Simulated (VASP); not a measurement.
The system is PtS2.

```
CELL_PARAMETERS angstrom
3.58983 0.00000 0.00000
-1.79491 3.10888 0.00000
0.00000 0.00000 5.10511
ATOMIC_POSITIONS crystal
Pt 0.00000 0.00000 0.00000
S 0.66667 0.33333 0.77300
S 0.33333 0.66667 0.22700
```

Base run:

| Item | Value |
| --- | --- |
| Program | VASP 6.6.1 |
| Functional | PBEsol |
| Potentials or basis | VASP PAW PBE potentials, release 64 (Pt, S) |
| Cutoff | 520 eV |
| k mesh | 9 × 9 × 5 |
| Occupations | fermi-dirac, width 0.05 eV |
| Spin | no spin polarisation |

Its results: band gap on the k mesh 0.92 eV (least direct gap 0.96 eV); pressure 0.1 GPa; largest force 0.360 eV/Å.

Q: The run is repeated on the same cell with these changes: functional from PBEsol to LDA; potentials or basis from VASP PAW PBE potentials, release 64 (Pt, S) to VASP PAW LDA potentials, release 64 (Pt, S). What comes out?

A: Band gap on the k mesh 0.87 eV (least direct gap 0.92 eV); pressure -2.3 GPa; largest force 0.243 eV/Å.

Caveats: spin-orbit coupling is left out, which moves the levels of the heavy elements; an odd mesh through Γ misses points on the zone boundary, where band edges can lie; the PAW data sets were made with another functional, which shifts forces and pressure a little (at least some runs).
